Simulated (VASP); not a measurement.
Sn2TeSe:

```xyz
4
Lattice="4.3810 0.0000 0.0000 0.0000 4.3810 0.0000 0.0000 0.0000 6.2262" Properties=species:S:1:pos:R:3 pbc="T T T"
Se    0.0000    0.0000    0.0000
Sn    0.0000    0.0000    3.1131
Sn    2.1905    2.1905    0.0000
Te    2.1905    2.1905    3.1131
```

Base run:

| Property | Result |
| --- | --- |
| Program | VASP 6.6.1 |
| Functional | r2SCAN |
| Potentials or basis | VASP PAW PBE potentials, release 64 (Se, Sn_d, Te) |
| Cutoff | 520 eV |
| k mesh | 6 × 6 × 4 |
| Occupations | fermi-dirac, width 0.02 eV |
| Spin | no spin polarisation |

Its results: band gap on the k mesh 0.16 eV, indirect (least direct gap 0.18 eV); pressure 0.0 GPa.

The run is repeated on the same cell with these changes: functional from r2SCAN to PBE; further incar settings from ALGO = Normal; EDIFF = 1e-06; NBANDS = 28 to ALGO = Normal; EDIFF = 1e-07; NBANDS = 28. What comes out?

Band gap on the k mesh 0.09 eV, indirect (least direct gap 0.15 eV); pressure 0.9 GPa.

Caveats: spin-orbit coupling is left out, which moves the levels of the heavy elements; the PAW data sets were made with another functional, which shifts forces and pressure a little (some runs).

A k mesh can miss the band edges.
